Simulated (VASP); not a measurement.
# In4SbAs3 (P-4m2) in VASP: single point with PBE

Aim: the single point of In4SbAs3 with PBE.

Program: VASP 6.6.1. These are calculated values, not measurements. Logs are shortened: lines on timing, memory, paths and dates and some standing lists are left out, and cuts for length are marked.

## (1) The cell of the first run

It takes space group P-4m2 (No. 115, tetragonal). The conventional cell has a = 4.456 Å, b = 4.456 Å, c = 12.590 Å, α = 90.00°, β = 90.00°, γ = 90.00°. Within 3.6 Å of In (site symmetry 2mm) lie 4 As at 2.69 to 2.70 Å. In (site symmetry 2mm) has 2 As at 2.70 Å and 2 Sb at 2.83 Å within 3.6 Å. Sb (site symmetry -4m2) has 4 In at 2.83 Å within 3.7 Å. As (site symmetry -4m2) has 4 In at 2.69 Å within 3.6 Å. Within 3.6 Å of As (site symmetry 2mm) lie 4 In at 2.70 Å.

## (2) Single point, PBE

The input, POSCAR:

```
In4SbAs3
1.0
    4.4564693348      0.0000000000      0.0000000000
    0.0000000000      4.4564693348      0.0000000000
    0.0000000000      0.0000000000     12.5895072259
In Sb As
4 1 3
Direct
    0.5000000000      0.0000000000      0.8796206800
    0.0000000000      0.5000000000      0.1203793200
    0.5000000000      0.0000000000      0.3619157445
    0.0000000000      0.5000000000      0.6380842555
    0.0000000000      0.0000000000      0.5000000000
    0.0000000000      0.0000000000      0.0000000000
    0.5000000000      0.5000000000      0.2411074170
    0.5000000000      0.5000000000      0.7588925830
```

The input, INCAR.step1:

```
PREC = Accurate ; ENCUT = 520
EDIFF = 1E-6 ; ISMEAR = 0
SIGMA = 0.1 ; LREAL = False
LASPH = True ; NELM = 80
ALGO = Normal ; ISIF = 2
LWAVE = False ; LCHARG = True
GGA = PE ; NBANDS = 46
```

The input, KPOINTS.step1:

```
Automatic mesh
0
Gamma
  8 8 4
```

The input, INCAR.step2:

```
PREC = Accurate ; ENCUT = 520
EDIFF = 1E-6 ; ISMEAR = -5
SIGMA = 0.1 ; LREAL = False
LASPH = True ; NELM = 80
ALGO = Normal ; ISIF = 2
LWAVE = False ; LCHARG = False
GGA = PE ; LORBIT = 11
NEDOS = 1001 ; ICHARG = 11
```

The input, KPOINTS.step2:

```
Automatic mesh
0
Gamma
  12 12 6
```

Potentials or basis: VASP PAW PBE potentials, release 64 (In_d, Sb, As).

Started as:

```console
$ cat potpaw_PBE.64/In_d/POTCAR potpaw_PBE.64/Sb/POTCAR potpaw_PBE.64/As/POTCAR > POTCAR
$ cp INCAR.step1 INCAR
$ cp KPOINTS.step1 KPOINTS
$ mpirun -np 1 vasp_std > vasp.out
$ cp INCAR.step2 INCAR
$ cp KPOINTS.step2 KPOINTS
$ mpirun -np 1 vasp_std > vasp.out
```

OUTCAR:

```text
PREC = Accurate
   ENCUT = 520
   EDIFF = 1E-6
   ISMEAR = -5
   LREAL = False
   LASPH = True
   NELM = 80
   ISIF = 2
   GGA = PE
   LORBIT = 11
   ICHARG = 11

 ion  position               nearest neighbor table
   1  0.500  0.000  0.880-   6 2.69   6 2.69   8 2.70   8 2.70
   2  0.000  0.500  0.120-   6 2.69   6 2.69   7 2.70   7 2.70
   3  0.500  0.000  0.362-   7 2.70   7 2.70   5 2.83   5 2.83
   4  0.000  0.500  0.638-   8 2.70   8 2.70   5 2.83   5 2.83
   5  0.000  0.000  0.500-   3 2.83   4 2.83   4 2.83   3 2.83
   6  0.000  0.000  0.000-   1 2.69   2 2.69   2 2.69   1 2.69
   7  0.500  0.500  0.241-   2 2.70   2 2.70   3 2.70   3 2.70
   8  0.500  0.500  0.759-   1 2.70   1 2.70   4 2.70   4 2.70

  LATTYP: Found a simple tetragonal cell.
 ALAT       =     4.4564693348
 C/A-ratio  =     2.8249958162

  Lattice vectors:

 A1 = (   4.4564693348,   0.0000000000,   0.0000000000)
 A2 = (   0.0000000000,   4.4564693348,   0.0000000000)
 A3 = (   0.0000000000,   0.0000000000,  12.5895072259)

Analysis of symmetry for initial positions (statically):
=====================================================================
 Subroutine PRICEL returns:
 Original cell was already a primitive cell.

 Routine SETGRP: Setting up the symmetry group for a
 simple tetragonal supercell.

 Subroutine GETGRP returns: Found  8 space group operations
 (whereof  8 operations were pure point group operations)
 out of a pool of 16 trial point group operations.

The static configuration has the point symmetry D_2d.

Analysis of symmetry for dynamics (positions and initial velocities):
=====================================================================
 Subroutine PRICEL returns:
 Original cell was already a primitive cell.

 Routine SETGRP: Setting up the symmetry group for a
 simple tetragonal supercell.

 Subroutine GETGRP returns: Found  8 space group operations
 (whereof  8 operations were pure point group operations)
 out of a pool of 16 trial point group operations.

The dynamic configuration has the point symmetry D_2d.

 Subroutine INISYM returns: Found  8 space group operations
 (whereof  8 operations are pure point group operations),
 and found     1 'primitive' translations

----------------------------------------------------------------------------------------

                                     Primitive cell

  volume of cell :     250.0291

  direct lattice vectors                    reciprocal lattice vectors
     4.456469335  0.000000000  0.000000000     0.224392883  0.000000000  0.000000000
     0.000000000  4.456469335  0.000000000     0.000000000  0.224392883  0.000000000
     0.000000000  0.000000000 12.589507226     0.000000000  0.000000000  0.079431227

  length of vectors
     4.456469335  4.456469335 12.589507226     0.224392883  0.224392883  0.079431227

  position of ions in fractional coordinates (direct lattice)
     0.500000000  0.000000000  0.879620680
     0.000000000  0.500000000  0.120379320
     0.500000000  0.000000000  0.361915745
     0.000000000  0.500000000  0.638084255
     0.000000000  0.000000000  0.500000000
     0.000000000  0.000000000  0.000000000
     0.500000000  0.500000000  0.241107417
     0.500000000  0.500000000  0.758892583

  ion indices of the primitive-cell ions
   primitive index   ion index
                 1           1
                 2           2
                 3           3
                 4           4
                 5           5
                 6           6
                 7           7
                 8           8

----------------------------------------------------------------------------------------

 KPOINTS: Automatic mesh

Automatic generation of k-mesh.
 Grid dimensions read from file:
 generate k-points for:   12   12    6

 Generating k-lattice:

  Cartesian coordinates                     Fractional coordinates (reciprocal lattice)
     0.018699407  0.000000000  0.000000000     0.083333333  0.000000000  0.000000000
     0.000000000  0.018699407  0.000000000     0.000000000  0.083333333  0.000000000
     0.000000000  0.000000000  0.013238538     0.000000000  0.000000000  0.166666667

  Length of vectors
     0.018699407  0.018699407  0.013238538

  Shift w.r.t. Gamma in fractional coordinates (k-lattice)
     0.000000000  0.000000000  0.000000000

 TETIRR: Found   1296 inequivalent tetrahedra from     5184

 Subroutine IBZKPT returns following result:
 ===========================================

 Found    112 irreducible k-points:

 Following reciprocal coordinates:
            Coordinates               Weight
  0.000000  0.000000  0.000000      1.000000
  0.083333  0.000000  0.000000      4.000000
  0.166667  0.000000  0.000000      4.000000
  0.250000  0.000000  0.000000      4.000000
  0.333333  0.000000  0.000000      4.000000
  0.416667  0.000000  0.000000      4.000000
[... 16 lines left out ...]
  0.333333  0.333333  0.000000      4.000000
  0.416667  0.333333  0.000000      8.000000
 [... further k-points ...]
   k-points           NKPTS =    112   k-points in BZ     NKDIM =    112   number of bands    NBANDS=     43
   number of dos      NEDOS =   1001   number of ions     NIONS =      8
   total plane-waves  NPLWV = 124416
   dimension x,y,z NGX =    36 NGY =   36 NGZ =   96
   dimension x,y,z NGXF=    72 NGYF=   72 NGZF=  192
   ions per type =               4   1   3
   NGX,Y,Z   is equivalent  to a cutoff of  13.43, 13.43, 12.68 a.u.
   NGXF,Y,Z  is equivalent  to a cutoff of  26.86, 26.86, 25.35 a.u.
 SYSTEM =  unknown system
   PREC   = accura    normal or accurate (medium, high low for compatibility)
   ISTART =      0    job   : 0-new  1-cont  2-samecut
   ICHARG =     11    charge: 1-file 2-atom 10-const
   ISPIN  =      1    spin polarized calculation?
   LNONCOLLINEAR =      F non collinear calculations
   LSORBIT =      F    spin-orbit coupling
   LASPH  =      T    aspherical Exc in radial PAW
   ENCUT  =  520.0 eV  38.22 Ry    6.18 a.u.   8.29  8.29 23.41*2*pi/ulx,y,z
   NELM   =     80;   NELMIN=  2; NELMDL=  0     # of ELM steps
   EDIFF  = 0.1E-05   stopping-criterion for ELM
   LREAL  =      F    real-space projection
   EDIFFG = 0.1E-04   stopping-criterion for IOM
   NSW    =      0    number of steps for IOM
   IBRION =     -1    ionic relax: 0-MD 1-quasi-New 2-CG
   NFREE  =      0    steps in history (QN), initial steepest desc. (CG)
   ISIF   =      2    stress and relaxation
   ISYM   =      2    0-nonsym 1-usesym 2-fastsym
   POTIM  = 0.5000    time-step for ionic-motion
   TEBEG  =    0.0;   TEEND  =   0.0 temperature during run
   PSTRESS=    0.0 pullay stress
   NELECT =      72.0000    total number of electrons
   NUPDOWN=      -1.0000    fix difference up-down
   EMIN   =  10.00;   EMAX   =-10.00  energy-range for DOS
   EFERMI =   0.00;   METHOD = LEGACY
   ISMEAR =    -5;   SIGMA  =   0.10  broadening in eV -4-tet -1-fermi 0-gaus
   EFERMI_NEDOS =   21; number of points for ismear=-14 and -15
   IALGO  =     38    algorithm
   IMIX   =      4    mixing-type and parameters
     AMIX     =   0.40;   BMIX     =  1.00
     AMIX_MAG =   1.60;   BMIX_MAG =  1.00
  volume/ion in A,a.u.               =      31.25       210.91
  Fermi-wavevector in a.u.,A,eV,Ry     =   1.081074  2.042934 15.901418  1.168721
  Thomas-Fermi vector in A             =   2.217081
   LORBIT       =     11    0 simple, 1 ext, 2 COOP (PROOUT), +10 PAW based schemes
   GGA     = PE    functional components
   LHFCALC =     F    Hartree Fock is set to
   AEXX    =    0.0000 exact exchange contribution
   IVDW    =     0    specifies the selected vdW correction
   LEPSILON=     F    determine dielectric tensor
   LRPA    =     F    only Hartree local field effects (RPA)
 non-spin polarized calculation
 Fermi weights with tetrahedron method with Bloechl corrections
  energy-cutoff  :      520.00
  volume of cell :      250.03
 maximum number of plane-waves:      6779
 NGX is ok and might be reduce to    36

 number of electron      72.0000010 magnetization

 Free energy of the ion-electron system (eV)
  ---------------------------------------------------
  ext. energy  EPLUGINS =         0.00000000
  ---------------------------------------------------
  free energy    TOTEN  =       -29.99770461 eV

  energy without entropy =      -29.99770461  energy(sigma->0) =      -29.99770461

 E-fermi :   4.0900     XC(G=0):  -8.6920

 val. band max:        4.0893610208   @ k =   0.0000   0.0000   0.0000
 cond. band min:       4.0893610209   @ k =   0.0000   0.0000   0.0000
 fundamental gap:      0.0000000001
 Fermi energy:         4.0899941828

 k-point     1 :       0.0000    0.0000    0.0000
  band No.  band energies     occupation
      1     -10.4494      2.00000
      2     -10.3920      2.00000
      3     -10.3531      2.00000
      4     -10.3299      2.00000
      5     -10.3299      2.00000
      6     -10.3121      2.00000
[... 35 lines left out ...]
     42       6.4243      0.00000
     43       6.8235      0.00000

 k-point     2 :       0.0833    0.0000    0.0000
  band No.  band energies     occupation
      1     -10.4476      2.00000
      2     -10.3920      2.00000
      3     -10.3549      2.00000
      4     -10.3307      2.00000
      5     -10.3292      2.00000
      6     -10.3107      2.00000
[... 35 lines left out ...]
     42       6.4622      0.00000
     43       6.9486      0.00000

 k-point     3 :       0.1667    0.0000    0.0000
  band No.  band energies     occupation
      1     -10.4428      2.00000
      2     -10.3927      2.00000
      3     -10.3616      2.00000
      4     -10.3320      2.00000
      5     -10.3270      2.00000
      6     -10.3081      2.00000
[... 35 lines left out ...]
     42       7.0731      0.00000
     43       7.3717      0.00000

 k-point     4 :       0.2500    0.0000    0.0000
  band No.  band energies     occupation
      1     -10.4366      2.00000
      2     -10.3955      2.00000
      3     -10.3725      2.00000
      4     -10.3338      2.00000
      5     -10.3238      2.00000
      6     -10.3077      2.00000
[... 863 lines left out ...]
     42       6.8263      0.00000
     43       7.9233      0.00000

 k-point    23 :       0.3333    0.3333    0.0000
  band No.  band energies     occupation
      1     -10.4442      2.00000
      2     -10.4251      2.00000
      3     -10.4168      2.00000
      4     -10.3562      2.00000
      5     -10.3004      2.00000
      6     -10.2951      2.00000
[... 35 lines left out ...]
     42       7.1111      0.00000
     43       8.6668      0.00000

 k-point    24 :       0.4167    0.3333    0.0000
  band No.  band energies     occupation
      1     -10.4487      2.00000
      2     -10.4336      2.00000
      3     -10.4218      2.00000
      4     -10.3609      2.00000
      5     -10.2986      2.00000
      6     -10.2899      2.00000
[... 35 lines left out ...]
     42       6.9215      0.00000
     43       8.2113      0.00000

 [... further k-points ...]

------------------------ aborting loop because EDIFF is reached ----------------------------------------

  FORCE on cell =-STRESS in cart. coord.  units (eV):
  Direction    XX          YY          ZZ          XY          YZ          ZX
  --------------------------------------------------------------------------------------
  -------------------------------------------------------------------------------------
  Total        0.0577461      0.0577461      0.0806621      0.0000000      0.0000000      0.0000000
  in kB        0.3700350      0.3700350      0.5168798      0.0000000      0.0000000      0.0000000
  external PRESSURE =       0.4189833 kB  Pullay stress =       0.0000000 kB

 VOLUME and BASIS-vectors are now :
 -----------------------------------------------------------------------------
  energy-cutoff  :      520.00
  volume of cell :      250.03
      direct lattice vectors                 reciprocal lattice vectors
     4.456469335  0.000000000  0.000000000     0.224392883  0.000000000  0.000000000
     0.000000000  4.456469335  0.000000000     0.000000000  0.224392883  0.000000000
     0.000000000  0.000000000 12.589507226     0.000000000  0.000000000  0.079431227

 POSITION                                       TOTAL-FORCE (eV/Angst)
 -----------------------------------------------------------------------------------
      2.22823      0.00000     11.07399         0.000000     -0.000000      0.000296
      0.00000      2.22823      1.51552         0.000000     -0.000000     -0.000296
      2.22823      0.00000      4.55634        -0.000000     -0.000000      0.008085
      0.00000      2.22823      8.03317         0.000000     -0.000000     -0.008085
      0.00000      0.00000      6.29475         0.000000     -0.000000      0.000000
      0.00000      0.00000      0.00000         0.000000     -0.000000      0.000000
      2.22823      2.22823      3.03542         0.000000      0.000000      0.000024
      2.22823      2.22823      9.55408         0.000000     -0.000000     -0.000024
 -----------------------------------------------------------------------------------
    total drift:                                0.000000      0.000000     -0.000000

  FREE ENERGIE OF THE ION-ELECTRON SYSTEM (eV)
  ---------------------------------------------------
  free  energy   TOTEN  =       -29.9977046102 eV

  energy  without entropy=      -29.9977046102  energy(sigma->0) =      -29.99770461

 total charge

# of ion       s       p       d       tot
------------------------------------------
    1        0.852   0.652   9.878  11.383
    2        0.852   0.652   9.878  11.383
    3        0.862   0.673   9.871  11.405
    4        0.862   0.673   9.871  11.405
    5        1.138   1.332   0.019   2.488
    6        1.228   1.514   0.018   2.760
    7        1.229   1.509   0.018   2.755
    8        1.229   1.509   0.018   2.755
--------------------------------------------------
tot          8.251   8.514  39.570  56.335
```

Run time: 11 min. Hardware: 1 thread of Intel Xeon 6975P-C (Granite Rapids), shared host; peak memory 1.1 GiB.

What came out:

```
Valence electrons inside the program's atomic spheres : In 11.38, 11.40 (each value once); Sb 2.49; As 2.76, 2.75 (each value once)
```

Levels at points of the mesh, in eV from the Fermi level:
| k point | band 33 | band 34 | band 35 | band 36 | band 37 | band 38 | band 39 | band 40 |
| --- | --- | --- | --- | --- | --- | --- | --- | --- |
| (0.00, 0.00, 0.00) | -1.18 | -0.69 | -0.09 | 0.00 | 0.00 | 1.52 | 1.68 | 1.91 |
| (0.50, 0.00, 0.00) | -1.17 | -0.98 | -0.96 | -0.41 | 0.44 | 0.74 | 2.00 | 2.43 |
| (0.50, 0.50, 0.00) | -2.22 | -2.15 | -2.15 | -2.07 | 1.45 | 1.59 | 1.76 | 1.76 |
| (0.00, 0.00, 0.50) | -0.72 | -0.72 | -0.30 | -0.30 | 1.25 | 1.27 | 1.58 | 1.65 |
| (0.50, 0.00, 0.50) | -1.20 | -1.19 | -1.18 | -0.41 | 1.31 | 1.40 | 1.47 | 1.94 |
| (0.50, 0.50, 0.50) | -2.41 | -2.41 | -2.39 | -2.29 | 2.26 | 2.34 | 2.38 | 2.38 |

Caveat: spin-orbit coupling is left out, which moves the levels of the heavy elements.
